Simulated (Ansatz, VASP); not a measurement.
TiO2 in VASP and in Ansatz

Contents of INCAR:

```
PREC = Accurate
ENCUT = 520
EDIFF = 1E-8
ISMEAR = -1
SIGMA = 0.05
LREAL = False
LASPH = True
NELM = 80
ALGO = Normal
ISIF = 2
LWAVE = False
LCHARG = False
GGA = PE
LEFG = True
NBANDS = 33
```

Contents of KPOINTS:

```
Automatic mesh
0
Gamma
  7 7 10
```

The input POSCAR:

```
TiO2
1.0
    4.5021200000      0.0000000000      0.0000000000
    0.0000000000      4.5021200000      0.0000000000
    0.0000000000      0.0000000000      2.9590000000
Ti O
2 4
Direct
    0.0000000000      0.0000000000      0.0000000000
    0.5000000000      0.5000000000      0.5000000000
    0.3060000000      0.3060000000      0.0000000000
    0.1940000000      0.8060000000      0.5000000000
    0.6940000000      0.6940000000      0.0000000000
    0.8060000000      0.1940000000      0.5000000000
```

Input for Ansatz:

```yaml
crystal:
  lattice:
    - [4.50212, 0.0, 0.0]
    - [0.0, 4.50212, 0.0]
    - [0.0, 0.0, 2.959]
  atoms:
    - { symbol: Ti, position: [0.0, 0.0, 0.0] }
    - { symbol: Ti, position: [0.5, 0.5, 0.5] }
    - { symbol: O, position: [0.306, 0.306, 0.0] }
    - { symbol: O, position: [0.194, 0.806, 0.5] }
    - { symbol: O, position: [0.694, 0.694, 0.0] }
    - { symbol: O, position: [0.806, 0.194, 0.5] }
kpoints:
  mp_grid: { grid: [7, 7, 10] }
scf:
  occupations: { method: fermi_dirac, width: 0.05 }
hamiltonian:
  xc: pbe
  pseudopotentials: { kind: paw }
output:
  forces: true
  stress: true
  eigenvalues: true
  efg: { contact_densities: true }
  write_density: true
  write_potential: true
  elf: true
  volumetric_format: npy
```

Change from the starting cell: equal xx and yy strain of -2 %, PAW files.

Alike in both runs: task electric field gradients; functional PBE; k mesh 7 × 7 × 10; occupations fermi-dirac, width 0.05 eV; no spin polarisation.

```csv
,VASP,Ansatz
version,VASP 6.6.1,Ansatz 0.2.0
potentials or method,"VASP PAW PBE potentials, release 64 (Ti_sv, O)","PAW with Ansatz's default frozen-core files, scalar-relativistic"
plane-wave cutoff (eV),520,420
valence electrons in the cell,48,48
```

|  | VASP | Ansatz | Ansatz less VASP |
| --- | --- | --- | --- |
| gap on the k mesh at the Fermi level (eV) | 1.97 | 2.00 | +0.030 |
| pressure (GPa) | 16.2 | 15.4 | -0.75 |
| traceless stress, the component that is largest in VASP (GPa) | -2.23 | -2.45 | -0.219 |
| rms of the force components (eV/Å) | 0.204 | 0.193 | -0.0116 |
| size of Vzz on the site where it differs most (V/Å²) | 19.0 | 20.7 | +1.75 |

Atom by atom the forces differ by 0.012 eV/Å (rms over components).
